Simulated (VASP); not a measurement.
Write the native input for VASP 6.6.1 that does the following.

| Item | Value |
| --- | --- |
| Task | single point |
| Functional | r2SCAN |
| Potentials or basis | VASP PAW PBE potentials, release 64 (Sn_d, Se) |
| Cutoff | 520 eV |
| k mesh | 6 × 6 × 4 |
| Occupations | gaussian, width 0.05 eV |
| Spin | no spin polarisation |
| Dipole correction | no |
| Further INCAR settings | ALGO = Normal; EDIFF = 1e-06; NBANDS = 28 |

The system is SnSe.

```
CELL_PARAMETERS angstrom
4.15751 0.00000 0.00000
0.00000 4.15751 0.00000
0.00000 0.00000 10.66015
ATOMIC_POSITIONS crystal
Sn 0.50000 0.00000 0.37139
Sn 0.00000 0.50000 0.62861
Se 0.50000 0.00000 0.61509
Se 0.00000 0.50000 0.38491
```

This cell differs from its parent crystal: strain -0.030 along x and y, -0.030 along z.

The input as run:

POSCAR

```
SnSe
1.0
    4.1575119741      0.0000000000      0.0000000000
    0.0000000000      4.1575119741      0.0000000000
    0.0000000000      0.0000000000     10.6601534985
Sn Se
2 2
Direct
    0.5000000000      0.0000000000      0.3713940256
    0.0000000000      0.5000000000      0.6286059744
    0.5000000000      0.0000000000      0.6150878817
    0.0000000000      0.5000000000      0.3849121183
```

INCAR.step1

```
ALGO     = Normal         # electronic algorithm
EDIFF    = 1E-4           # SCF threshold, eV
ENCUT    = 520            # plane-wave cutoff, eV
GGA      = PE             # functional
ISMEAR   = 0              # smearing method
LASPH    = T              # aspherical terms in the spheres
LCHARG   = F              # write CHGCAR
LREAL    = F              # projectors in reciprocal space
LWAVE    = T              # write WAVECAR
NBANDS   = 28             # bands
NELM     = 60             # most SCF steps
PREC     = Accurate       # precision mode
SIGMA    = 0.05           # smearing width, eV
```

INCAR.step2

```
ALGO     = Normal         # electronic algorithm
EDIFF    = 1E-6           # SCF threshold, eV
ENCUT    = 520            # plane-wave cutoff, eV
ISIF     = 2              # what is computed and relaxed
ISMEAR   = 0              # smearing method
ISTART   = 1            
LASPH    = T              # aspherical terms in the spheres
LCHARG   = F              # write CHGCAR
LMIXTAU  = T            
LREAL    = F              # projectors in reciprocal space
LWAVE    = F              # write WAVECAR
METAGGA  = R2SCAN         # meta-GGA
NBANDS   = 28             # bands
NELM     = 60             # most SCF steps
PREC     = Accurate       # precision mode
SIGMA    = 0.05           # smearing width, eV
```

KPOINTS

```
k-points
0
Gamma
  6 6 4
```

Potentials or basis: VASP PAW PBE potentials, release 64 (Sn_d, Se).

The run is started by

```bash
$ cat potpaw_PBE.64/Sn_d/POTCAR potpaw_PBE.64/Se/POTCAR > POTCAR
$ cp INCAR.step1 INCAR
$ mpirun -np 1 vasp_std > vasp.out
$ cp INCAR.step2 INCAR
$ mpirun -np 1 vasp_std > vasp.out
```

It gave:

The pressure is 3.1 GPa and the largest force is 0.758 eV/Å. The band gap on the k mesh is 1.48 eV (least direct gap 1.64 eV).

Caveat: the cell differs from its parent crystal (strain -0.030 along x and y, -0.030 along z); the cell stands under pressure; the PAW data sets were made with another functional, which shifts forces and pressure a little; spin-orbit coupling is left out, which moves the levels of the heavy elements.

Run time: 5.7 min on 1 thread of Intel(R) Xeon(R) Platinum 8375C CPU @ 2.90GHz (Ice Lake), on a shared host, peak memory 0.39 GiB.
